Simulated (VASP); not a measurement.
A run of VASP 6.6.1 is set up as follows.

The input INCAR:

```
SYSTEM = Cu3Mo
PREC = Accurate ; ENCUT = 520
EDIFF = 1E-6 ; ISMEAR = 0
SIGMA = 0.1 ; LREAL = .FALSE.
LASPH = .TRUE. ; NELM = 80
ALGO = Normal ; ISIF = 2
LWAVE = .FALSE. ; LCHARG = .TRUE.
GGA = PE ; LELF = .TRUE.
LVHAR = .TRUE. ; NBANDS = 32
```

The input KPOINTS:

```
Automatic mesh
0
G
  6 6 2
  0 0 0
```

The input POSCAR:

```
Cu3Mo
1.0
    2.7988949800      0.0000000000      0.0000000000
   -1.3994474900      2.4239141600      0.0000000000
    0.0000000000      0.0000000000      8.7190305400
Cu Mo
3 1
Direct
    0.0000000000      0.0000000000      0.0000000000
    0.6666666700      0.3333333300      0.7616215300
    0.6666666700      0.3333333300      0.2383784700
    0.0000000000      0.0000000000      0.5000000000
```

Potentials or basis: VASP PAW PBE potentials, release 64 (Cu, Mo_sv).

Launch:

```console
$ cat potpaw_PBE.64/Cu/POTCAR potpaw_PBE.64/Mo_sv/POTCAR > POTCAR
$ mpirun -np 1 vasp_std > vasp.out
```

Task: Estimate the largest force.

Result: 0.156 eV/Å.

Task: What does it give for the band gap on the k mesh?

Result: Zero (an odd number of electrons rules out a gap without spin polarisation).

Task: What does it give for the pressure?

Result: -13.7 GPa.

Stress tensor (GPa, compression positive):
```
-15.54   0.00   0.00
  0.00 -15.54   0.00
  0.00   0.00  -9.94
```

Caveat: the k points lie up to 0.43 Å⁻¹ apart, too coarse for converged energies and pressures of a metal.
